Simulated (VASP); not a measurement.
# Al (Fm-3m) in VASP: settings compared, part 2 of 2

VASP 6.6.1.

## 3. Single point, r2SCAN

This run uses another cell than the first one, of 15.89 Å³/atom, 0.964 times its volume.

The input, POSCAR:

```
Al
1.0
    0.0000000000      1.9955211258      1.9955211258
    1.9955211258      0.0000000000      1.9955211258
    1.9955211258      1.9955211258      0.0000000000
Al
1
Direct
    0.0000000000      0.0000000000      0.0000000000
```

The input, INCAR.step1:

```
SYSTEM = Al
PREC = Accurate
ENCUT = 520
ISMEAR = 1
SIGMA = 0.1
LREAL = .False.
LASPH = .True.
NELM = 100
NBANDS = 8
GGA = PE
ALGO = Normal
EDIFF = 1E-4
LWAVE = .True.
LCHARG = .False.
```

The input, INCAR.step2:

```
SYSTEM = Al
PREC = Accurate
ENCUT = 520
EDIFF = 1E-7
ISMEAR = 1
SIGMA = 0.1
LREAL = .False.
LASPH = .True.
NELM = 100
ALGO = Normal
ISIF = 2
LWAVE = .False.
LCHARG = .False.
METAGGA = R2SCAN
LMIXTAU = .True.
NBANDS = 8
ISTART = 1
```

The input, KPOINTS:

```
regular mesh
0
Gamma
  23 23 23
  0 0 0
```

Potentials or basis: VASP PAW PBE potentials, release 64 (Al).

The run is started by

```bash
$ cat potpaw_PBE.64/Al/POTCAR > POTCAR
$ cp INCAR.step1 INCAR
$ mpirun -np 1 vasp_std > vasp.out
$ cp INCAR.step2 INCAR
$ mpirun -np 1 vasp_std > vasp.out
```

OUTCAR:

```text
SYSTEM = Al
   PREC = Accurate
   ENCUT = 520
   EDIFF = 1E-7
   ISMEAR = 1
   LREAL = .False.
   LASPH = .True.
   NELM = 100
   ISIF = 2
   METAGGA = R2SCAN
   ISTART = 1

 ion  position               nearest neighbor table
   1  0.000  0.000  0.000-

  LATTYP: Found a face centered cubic cell.
 ALAT       =     3.9910422516

  Lattice vectors:

 A1 = (   0.0000000000,   1.9955211258,   1.9955211258)
 A2 = (   1.9955211258,   0.0000000000,   1.9955211258)
 A3 = (   1.9955211258,   1.9955211258,   0.0000000000)

Analysis of symmetry for initial positions (statically):
=====================================================================
 Subroutine PRICEL returns:
 Original cell was already a primitive cell.

 Routine SETGRP: Setting up the symmetry group for a
 face centered cubic supercell.

 Subroutine GETGRP returns: Found 48 space group operations
[... 9 lines left out ...]

 Routine SETGRP: Setting up the symmetry group for a
 face centered cubic supercell.

 Subroutine GETGRP returns: Found 48 space group operations
[... 11 lines left out ...]
                                     Primitive cell

  volume of cell :      15.8927

  direct lattice vectors                    reciprocal lattice vectors
     0.000000000  1.995521126  1.995521126    -0.250561116  0.250561116  0.250561116
     1.995521126  0.000000000  1.995521126     0.250561116 -0.250561116  0.250561116
     1.995521126  1.995521126  0.000000000     0.250561116  0.250561116 -0.250561116

  length of vectors
     2.822093040  2.822093040  2.822093040     0.433984583  0.433984583  0.433984583

  position of ions in fractional coordinates (direct lattice)
     0.000000000  0.000000000  0.000000000

  ion indices of the primitive-cell ions
   primitive index   ion index
                 1           1

----------------------------------------------------------------------------------------

 KPOINTS: regular mesh

Automatic generation of k-mesh.
 Grid dimensions read from file:
 generate k-points for:   23   23   23

 Generating k-lattice:

  Cartesian coordinates                     Fractional coordinates (reciprocal lattice)
    -0.010893962  0.010893962  0.010893962     0.043478261  0.000000000  0.000000000
     0.010893962 -0.010893962  0.010893962     0.000000000  0.043478261  0.000000000
     0.010893962  0.010893962 -0.010893962     0.000000000  0.000000000  0.043478261

  Length of vectors
     0.018868895  0.018868895  0.018868895

  Shift w.r.t. Gamma in fractional coordinates (k-lattice)
     0.000000000  0.000000000  0.000000000

 Subroutine IBZKPT returns following result:
 ===========================================

 Found    364 irreducible k-points:

 Following reciprocal coordinates:
            Coordinates               Weight
  0.000000  0.000000  0.000000      1.000000
  0.043478  0.000000  0.000000      8.000000
  0.086957  0.000000  0.000000      8.000000
  0.130435  0.000000  0.000000      8.000000
  0.173913  0.000000  0.000000      8.000000
  0.217391  0.000000  0.000000      8.000000
[... 16 lines left out ...]
  0.478261  0.043478  0.000000     24.000000
 -0.478261  0.043478  0.000000     24.000000
 [... further k-points ...]
   k-points           NKPTS =    364   k-points in BZ     NKDIM =    364   number of bands    NBANDS=      8
   number of dos      NEDOS =    301   number of ions     NIONS =      1
   total plane-waves  NPLWV =  13824
   dimension x,y,z NGX =    24 NGY =   24 NGZ =   24
   dimension x,y,z NGXF=    48 NGYF=   48 NGZF=   48
   ions per type =               1
   NGX,Y,Z   is equivalent  to a cutoff of  14.14, 14.14, 14.14 a.u.
   NGXF,Y,Z  is equivalent  to a cutoff of  28.28, 28.28, 28.28 a.u.
 SYSTEM =  Al
   PREC   = accura    normal or accurate (medium, high low for compatibility)
   ISTART =      1    job   : 0-new  1-cont  2-samecut
   ICHARG =      0    charge: 1-file 2-atom 10-const
   ISPIN  =      1    spin polarized calculation?
   LNONCOLLINEAR =      F non collinear calculations
   LSORBIT =      F    spin-orbit coupling
   LASPH  =      T    aspherical Exc in radial PAW
   ENCUT  =  520.0 eV  38.22 Ry    6.18 a.u.   5.25  5.25  5.25*2*pi/ulx,y,z
   NELM   =    100;   NELMIN=  2; NELMDL=  0     # of ELM steps
   EDIFF  = 0.1E-06   stopping-criterion for ELM
   LREAL  =      F    real-space projection
   EDIFFG = 0.1E-05   stopping-criterion for IOM
   NSW    =      0    number of steps for IOM
   IBRION =     -1    ionic relax: 0-MD 1-quasi-New 2-CG
   NFREE  =      0    steps in history (QN), initial steepest desc. (CG)
   ISIF   =      2    stress and relaxation
   ISYM   =      2    0-nonsym 1-usesym 2-fastsym
   POTIM  = 0.5000    time-step for ionic-motion
   TEBEG  =    0.0;   TEEND  =   0.0 temperature during run
   PSTRESS=    0.0 pullay stress
   NELECT =       3.0000    total number of electrons
   NUPDOWN=      -1.0000    fix difference up-down
   EMIN   =  10.00;   EMAX   =-10.00  energy-range for DOS
   EFERMI =   0.00;   METHOD = LEGACY
   ISMEAR =     1;   SIGMA  =   0.10  broadening in eV -4-tet -1-fermi 0-gaus
   EFERMI_NEDOS =   21; number of points for ismear=-14 and -15
   IALGO  =     38    algorithm
   IMIX   =      4    mixing-type and parameters
     AMIX     =   0.40;   BMIX     =  1.00
     AMIX_MAG =   1.60;   BMIX_MAG =  1.00
  volume/ion in A,a.u.               =      15.89       107.25
  Fermi-wavevector in a.u.,A,eV,Ry     =   0.939108  1.774657 11.999305  0.881924
  Thomas-Fermi vector in A             =   2.066387
   LORBIT       =      0    0 simple, 1 ext, 2 COOP (PROOUT), +10 PAW based schemes
   METAGGA = R2SCAN    functional components
   LHFCALC =     F    Hartree Fock is set to
   AEXX    =    0.0000 exact exchange contribution
   IVDW    =     0    specifies the selected vdW correction
   LEPSILON=     F    determine dielectric tensor
   LRPA    =     F    only Hartree local field effects (RPA)
 non-spin polarized calculation
 Methfessel and Paxton  Order N= 1 SIGMA  =   0.10
  energy-cutoff  :      520.00
  volume of cell :       15.89
 maximum number of plane-waves:       444
 NGX is ok and might be reduce to    24
   NGX = 11   NGY = 11   NGZ = 11

 number of electron       3.0000000 magnetization

 Free energy of the ion-electron system (eV)
  ---------------------------------------------------
  ext. energy  EPLUGINS =         0.00000000
  ---------------------------------------------------
  free energy    TOTEN  =        -6.73764608 eV

  energy without entropy =       -6.73774163  energy(sigma->0) =       -6.73767793

 E-fermi :   8.4465     XC(G=0): -11.0463

 val. band max:        8.4413819585   @ k =  -0.3043   0.2174   0.0000
 cond. band min:       8.4528574301   @ k =  -0.3043   0.4783   0.1739
 fundamental gap:      0.0114754716
 Fermi energy:         8.4464642767

 k-point     1 :       0.0000    0.0000    0.0000
  band No.  band energies     occupation
      1      -3.6939      2.00000
      2      21.9491      0.00000
      3      21.9491      0.00000
      4      21.9491      0.00000
      5      24.1577      0.00000
      6      24.1577      0.00000
      7      24.1577      0.00000
      8      26.0487      0.00000

 k-point     2 :       0.0435    0.0000    0.0000
  band No.  band energies     occupation
      1      -3.6379      2.00000
      2      20.8948      0.00000
      3      21.7826      0.00000
      4      21.7826      0.00000
      5      24.4141      0.00000
      6      24.4141      0.00000
      7      24.5409      0.00000
      8      26.6785      0.00000

 k-point     3 :       0.0870    0.0000    0.0000
  band No.  band energies     occupation
      1      -3.4701      2.00000
      2      19.0898      0.00000
      3      21.4274      0.00000
      4      21.4274      0.00000
      5      24.6391      0.00000
      6      25.0330      0.00000
      7      25.0330      0.00000
      8      28.2702      0.00000
[... 210 lines left out ...]
 k-point    23 :       0.4783    0.0435    0.0000
  band No.  band energies     occupation
      1       2.5613      2.00000
      2       4.6875      2.00000
      3      19.6806      0.00000
      4      19.8246      0.00000
      5      21.1264      0.00000
      6      22.2961      0.00000
      7      25.2060      0.00000
      8      25.9443      0.00000

 k-point    24 :      -0.4783    0.0435    0.0000
  band No.  band energies     occupation
      1       3.2403      2.00000
      2       3.9434      2.00000
      3      19.4478      0.00000
      4      20.0100      0.00000
      5      21.4447      0.00000
      6      21.9053      0.00000
      7      25.2305      0.00000
      8      25.8529      0.00000

 [... further k-points ...]
[... 5 lines left out ...]
  --------------------------------------------------------------------------------------
  -------------------------------------------------------------------------------------
  Total       -0.0217327     -0.0217327     -0.0217327      0.0000000      0.0000000      0.0000000
  in kB       -2.1909098     -2.1909098     -2.1909098      0.0000000      0.0000000      0.0000000
  external PRESSURE =      -2.1909098 kB  Pullay stress =       0.0000000 kB

 VOLUME and BASIS-vectors are now :
 -----------------------------------------------------------------------------
  energy-cutoff  :      520.00
  volume of cell :       15.89
      direct lattice vectors                 reciprocal lattice vectors
     0.000000000  1.995521126  1.995521126    -0.250561116  0.250561116  0.250561116
     1.995521126  0.000000000  1.995521126     0.250561116 -0.250561116  0.250561116
     1.995521126  1.995521126  0.000000000     0.250561116  0.250561116 -0.250561116

 POSITION                                       TOTAL-FORCE (eV/Angst)
 -----------------------------------------------------------------------------------
      0.00000      0.00000      0.00000         0.000000      0.000000      0.000000
 -----------------------------------------------------------------------------------
    total drift:                                0.000000      0.000000     -0.000000

  FREE ENERGIE OF THE ION-ELECTRON SYSTEM (eV)
  ---------------------------------------------------
  free  energy   TOTEN  =        -6.7376460805 eV

  energy  without entropy=       -6.7377416294  energy(sigma->0) =       -6.73767793
```

OUTCAR.step1:

```text
SYSTEM = Al
   PREC = Accurate
   ENCUT = 520
   ISMEAR = 1
   LREAL = .False.
   LASPH = .True.
   NELM = 100
[... 481 lines left out ...]
 -----------------------------------------------------------------------------------
      0.00000      0.00000      0.00000         0.000000      0.000000     -0.000000
 -----------------------------------------------------------------------------------
    total drift:                               -0.000000      0.000000      0.000000

  FREE ENERGIE OF THE ION-ELECTRON SYSTEM (eV)
  ---------------------------------------------------
  free  energy   TOTEN  =        -3.7397298200 eV

  energy  without entropy=       -3.7400768002  energy(sigma->0) =       -3.73984548
```

It took 91 s on 1 thread of Intel Xeon 6975P-C, shared host; peak memory 0.17 GiB.

What came out:

- Free energy: -6.7376 eV
- Pressure: -0.2 GPa

Levels at points of the mesh, in eV from the Fermi level:
```
           k point  band 1  band 2  band 3  band 4  band 5  band 6
(0.00, 0.00, 0.00)  -12.14   13.50   13.50   13.50   15.71   15.71
```

Caveat: the PAW data sets were made with another functional, which shifts forces and pressure a little.
